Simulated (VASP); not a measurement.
A run of VASP 6.6.1 is set up as follows.

File POSCAR:

```
Al
1.0
   -1.6237030590      1.6237030590      1.6237030590
    1.6237030590     -1.6237030590      1.6237030590
    1.6237030590      1.6237030590     -1.6237030590
Al
1
Direct
    0.0000000000      0.0000000000      0.0000000000
```

The input INCAR.step1:

```
ALGO = Normal ; EDIFF = 1E-5
ENCUT = 520 ; GGA = PE
ISIF = 2 ; ISMEAR = -1
LASPH = True ; LCHARG = False
LREAL = False ; LWAVE = True
NBANDS = 8 ; NELM = 100
PREC = Accurate ; SIGMA = 0.025
```

File INCAR.step2:

```
AEXX = 0.25 ; ALGO = Normal
EDIFF = 1E-6 ; ENCUT = 520
GGA = PE ; HFSCREEN = 0.3
ISIF = 2 ; ISMEAR = -1
ISTART = 1 ; LASPH = True
LCHARG = False ; LHFCALC = True
LREAL = False ; LWAVE = False
NBANDS = 8 ; NELM = 100
PREC = Accurate ; PRECFOCK = Normal
SIGMA = 0.025
```

KPOINTS

```
k-points
0
Gamma
  8 8 8
```

Potentials or basis: VASP PAW PBE potentials, release 64 (Al).

Launch:

```console
$ cat potpaw_PBE.64/Al/POTCAR > POTCAR
$ cp INCAR.step1 INCAR
$ mpirun -np 1 vasp_std > vasp.out
$ cp INCAR.step2 INCAR
$ mpirun -np 1 vasp_std > vasp.out
```

Estimate the pressure.

-0.7 GPa.

Predict the band gap on the k mesh.

zero (an odd number of electrons rules out a gap without spin polarisation).

Caveat: the PAW data sets were made with another functional, which shifts forces and pressure a little.
